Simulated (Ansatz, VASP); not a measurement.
# C in VASP and in Ansatz

The input INCAR:

```
  ALGO = Normal
  EDIFF = 1E-7
  ENCUT = 520
  GGA = PE
  ISIF = 2
  ISMEAR = 0
  ISPIN = 2
  LASPH = T
  LCHARG = F
  LORBIT = 11
  LREAL = F
  LWAVE = F
  MAGMOM = 1 1 1 1 1 1 1 1
  NBANDS = 30
  NELM = 150
  PREC = Accurate
  SIGMA = 0.1
```

Contents of KPOINTS:

```
k-points
0
Gamma
  8 8 8
```

Contents of POSCAR:

```
C
1.0
   -1.6583537900      1.6583537900      3.0681311100
    1.6583537900     -1.6583537900      3.0681311100
    1.6583537900      1.6583537900     -3.0681311100
C
8
Direct
    0.8750000000      0.9100961200      0.5350961200
    0.3750000000      0.3399038800      0.4649038800
    0.6600961200      0.6250000000      0.5350961200
    0.0899038800      0.1250000000      0.4649038800
    0.8750000000      0.3399038800      0.9649038800
    0.3750000000      0.9100961200      0.0350961200
    0.0899038800      0.6250000000      0.9649038800
    0.6600961200      0.1250000000      0.0350961200
```

Input for Ansatz:

```yaml
crystal:
  lattice:
    - [-1.65835379, 1.65835379, 3.06813111]
    - [1.65835379, -1.65835379, 3.06813111]
    - [1.65835379, 1.65835379, -3.06813111]
  atoms:
    - { symbol: C, position: [0.875, 0.91009612, 0.53509612], spin: 1.0 }
    - { symbol: C, position: [0.375, 0.33990388, 0.46490388], spin: 1.0 }
    - { symbol: C, position: [0.66009612, 0.625, 0.53509612], spin: 1.0 }
    - { symbol: C, position: [0.08990388, 0.125, 0.46490388], spin: 1.0 }
    - { symbol: C, position: [0.875, 0.33990388, 0.96490388], spin: 1.0 }
    - { symbol: C, position: [0.375, 0.91009612, 0.03509612], spin: 1.0 }
    - { symbol: C, position: [0.08990388, 0.625, 0.96490388], spin: 1.0 }
    - { symbol: C, position: [0.66009612, 0.125, 0.03509612], spin: 1.0 }
basis:
  ecutwfc: 420
kpoints:
  mp_grid: { grid: [8, 8, 8] }
hamiltonian:
  xc: pbe
scf:
  occupations: { method: gaussian, width: 0.1 }
  lower_state_search: "off"
output:
  forces: true
  stress: true
  eigenvalues: true
  populations: true
magnetization:
  spin_polarized: true
```

Alike in both runs: task single point; functional PBE; k mesh 8 × 8 × 8; occupations gaussian, width 0.1 eV; collinear spin.

```csv
,VASP,Ansatz
version,VASP 6.6.1,Ansatz 0.2.0
potentials or method,"VASP PAW PBE potentials, release 64 (C), cutoff 520 eV","scalar-relativistic, plane waves, PAW"
valence electrons in the cell,32,32
```

Ansatz gave:

| Item | Value |
| --- | --- |
| gap on the k mesh at the Fermi level (eV) | none |
| rms of the force components (eV/Å) | 0.360 |
| net moment per atom (μB) | 0.00 |

**Question.** Estimate VASP's values.

**Answer.** gap on the k mesh at the Fermi level (eV): none; rms of the force components (eV/Å): 0.407; net moment per atom (μB): 0.00.

Atom by atom the forces differ by 0.047 eV/Å (rms over components). A gap of «none» marks a metal or a gap that the smearing closes. The functional is the same, so the differences come from potentials, cutoffs and numerics. Ansatz's warnings: seeded moment not kept.
